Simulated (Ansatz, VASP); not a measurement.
# One calculation of Ta, two programs

```
CELL_PARAMETERS angstrom
-1.67131 1.67131 1.67131
1.67131 -1.67131 1.67131
1.67131 1.67131 -1.67131
ATOMIC_POSITIONS crystal
Ta 0.00000 0.00000 0.00000
```

Change from the starting cell: volume scaled by 1.03, PAW files.

Alike in both runs: task electric field gradients; functional LDA; k mesh 14 × 14 × 14; occupations fermi-dirac, width 0.05 eV; no spin polarisation.

|  | VASP | Ansatz |
| --- | --- | --- |
| version | VASP 6.6.1 | Ansatz 0.2.0 |
| potentials or method | VASP PAW LDA potentials, release 64 (Ta_pv) | PAW with Ansatz's default frozen-core files, scalar-relativistic |
| plane-wave cutoff (eV) | 520 | 420 |
| valence electrons in the cell | 11 | 13 |

Ansatz gave:

* pressure (GPa): -15.2

Problem. What did VASP give for the same quantities?

Solution. Pressure (GPa): -14.5.

LDA's correlation is that of Perdew and Zunger in VASP and of Perdew and Wang (1992) in Ansatz. VASP's potentials hold 11 valence electrons a cell and Ansatz's 13, so a difference there can come from the potentials and not from the codes.

Spin-orbit coupling is off throughout.
